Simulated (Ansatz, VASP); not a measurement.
## One calculation of Lu, two programs

INCAR

```
SYSTEM = Lu
PREC     = Accurate       ! precision mode
ENCUT    = 520            ! plane-wave cutoff, eV
EDIFF    = 1E-7           ! SCF threshold, eV
ISMEAR   = -1             ! smearing method
SIGMA    = 0.1            ! smearing width, eV
LREAL    = .False.        ! projectors in reciprocal space
LASPH    = .True.         ! aspherical terms in the spheres
NELM     = 100            ! most SCF steps
ALGO     = Normal         ! electronic algorithm
ISIF     = 2              ! what is computed and relaxed
LWAVE    = .False.        ! write WAVECAR
LCHARG   = .False.        ! write CHGCAR
GGA      = PE             ! functional
NBANDS   = 18             ! bands
```

The input KPOINTS:

```
Automatic mesh
0
Gamma
  12 12 12
  0 0 0
```

POSCAR

```
Lu
1.0
    3.1527143342      0.0000000000      0.0000000000
    0.0000000000      3.1527143342      0.0000000000
    0.0000000000      0.0000000000      3.1527143342
Lu
1
Direct
    0.0000000000      0.0000000000      0.0000000000
```

Input for Ansatz:

```yaml
crystal:
  lattice:
    - [3.1527143342, 0.0, 0.0]
    - [0.0, 3.1527143342, 0.0]
    - [0.0, 0.0, 3.1527143342]
  atoms:
    - { symbol: Lu, position: [0.0, 0.0, 0.0] }
kpoints:
  mp_grid: { grid: [12, 12, 12] }
scf:
  occupations: { method: fermi_dirac, width: 0.1 }
hamiltonian:
  xc: pbe
  pseudopotentials: { kind: paw }
output:
  forces: true
  stress: true
  eigenvalues: true
  populations: true
  write_density: true
  write_potential: true
  elf: true
  volumetric_format: npy
```

Change from the starting cell: volume scaled by 0.95, PAW files.

Alike in both runs: task single point; functional PBE; k mesh 12 × 12 × 12; occupations fermi-dirac, width 0.1 eV; no spin polarisation.

|  | VASP | Ansatz |
| --- | --- | --- |
| version | VASP 6.6.1 | Ansatz 0.2.0 |
| potentials or method | VASP PAW PBE potentials, release 64 (Lu) | PAW with Ansatz's default frozen-core files, scalar-relativistic |
| plane-wave cutoff (eV) | 520 | 420 |
| valence electrons in the cell | 25 | 25 |

```csv
,VASP,Ansatz,Ansatz less VASP
pressure (GPa),1.7,1.6,-0.12
```

The functional is the same, so the differences come from potentials, cutoffs and numerics.

Neither program's run includes spin-orbit coupling.
